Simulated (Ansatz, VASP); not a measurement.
# AlN: VASP beside Ansatz

The input POSCAR:

```
AlN
1.0
    0.0000000000      2.1619352184      2.2083864800
    2.1619352184      0.0000000000      2.2083864800
    2.1619352184      2.1619352184      0.0000000000
Al N
1 1
Direct
    0.0000000000      0.0000000000      0.0000000000
    0.2500000000      0.2500000000      0.2500000000
```

INCAR.step1

```
SYSTEM = AlN
ALGO = Normal
EDIFF = 1E-4
ENCUT = 520
GGA = PE
ISMEAR = 0
LASPH = .TRUE.
LCHARG = .FALSE.
LREAL = .FALSE.
LWAVE = .TRUE.
NBANDS = 11
NELM = 100
PREC = Accurate
SIGMA = 0.01
```

Contents of INCAR.step2:

```
SYSTEM = AlN
ALGO = Normal
EDIFF = 1E-6
ENCUT = 520
ISIF = 2
ISMEAR = 0
ISTART = 1
LASPH = .TRUE.
LCHARG = .TRUE.
LELF = .TRUE.
LMIXTAU = .TRUE.
LREAL = .FALSE.
LVHAR = .TRUE.
LWAVE = .FALSE.
METAGGA = R2SCAN
NBANDS = 11
NELM = 100
PREC = Accurate
SIGMA = 0.01
```

Contents of KPOINTS:

```
k-points
0
G
  10 10 10
  0 0 0
```

Input for Ansatz:

```yaml
crystal:
  lattice:
    - [0.0, 2.1619352184, 2.20838648]
    - [2.1619352184, 0.0, 2.20838648]
    - [2.1619352184, 2.1619352184, 0.0]
  atoms:
    - { symbol: Al, position: [0.0, 0.0, 0.0] }
    - { symbol: "N", position: [0.25, 0.25, 0.25] }
kpoints:
  mp_grid: { grid: [10, 10, 10] }
  band_path:
    path:
      - [0.0, 0.0, 0.0]
      - [-0.5, -0.5, 0.0]
      - [-0.375, -0.375, 0.25]
      - [-0.375, 0.0, 0.375]
      - [0.0, 0.0, 0.5]
      - [-0.5, -0.25, 0.25]
    npoints: 1
hamiltonian:
  xc: r2scan
scf:
  occupations: { method: fixed }
  n_extra_bands: 4
output:
  forces: true
  stress: true
  eigenvalues: true
```

Change from the starting cell: epitaxial_xy strain -1.1%.

Alike in both runs: task single point; functional r2SCAN; k mesh 10 × 10 × 10; no spin polarisation.

```csv
,VASP,Ansatz
version,VASP 6.6.1,Ansatz 0.2.0
potentials or method,"VASP PAW PBE potentials, release 64 (Al, N)","plane waves, PAW"
plane-wave cutoff (eV),520,500
occupations,"gaussian, width 0.01 eV",fixed
valence electrons in the cell,8,8
```

|  | VASP | Ansatz | Ansatz less VASP |
| --- | --- | --- | --- |
| gap on the k mesh at the Fermi level (eV) | 3.88 | 3.89 | +0.008 |
| pressure (GPa) | 1.8 | 2.2 | +0.39 |
| traceless stress, the component that is largest in VASP (GPa) | -2.21 | -2.20 | +0.003 |

VASP's potentials were made for PBE, not for r2SCAN.
